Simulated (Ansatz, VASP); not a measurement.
**BeCd2Te3: VASP beside Ansatz**

```
CELL_PARAMETERS angstrom
6.65456 -3.84867 0.00000
6.65456 3.84867 0.00000
0.00000 0.00000 7.24900
ATOMIC_POSITIONS crystal
Be 0.84648 0.15352 0.50384
Be 0.15352 0.84648 0.00384
Cd 0.48967 0.83082 0.49961
Cd 0.16918 0.51033 0.49961
Cd 0.83082 0.48967 0.99961
Cd 0.51033 0.16918 0.99961
Te 0.53710 0.16366 0.60665
Te 0.83634 0.46290 0.60665
Te 0.13200 0.86800 0.65865
Te 0.16366 0.53710 0.10665
Te 0.46290 0.83634 0.10665
Te 0.86800 0.13200 0.15865
```

Alike in both runs: functional PBE; k mesh 4 × 4 × 4; no spin polarisation.

Ansatz relaxed the structure, and its values are those at the end. VASP's run is a single point on that final structure, the one shown.

|  | VASP | Ansatz |
| --- | --- | --- |
| version | VASP 6.6.1 | Ansatz 0.2.0 |
| potentials or method | VASP PAW PBE potentials, release 64 (Be, Cd, Te), cutoff 520 eV | scalar-relativistic, plane waves, PAW |
| occupations | gaussian, width 0.01 eV | fixed |
| valence electrons in the cell | 88 | 180 |

Ansatz gave:

* gap on the k mesh at the Fermi level (eV): 1.32
* least direct gap on the mesh (eV): 1.32
* pressure (GPa): 0.0

Which values does VASP return?

gap on the k mesh at the Fermi level (eV): 1.32; least direct gap on the mesh (eV): 1.32; pressure (GPa): 0.1.

VASP's potentials hold 88 valence electrons a cell and Ansatz's 180, so a difference there can come from the potentials and not from the codes.

Spin-orbit coupling is off throughout.
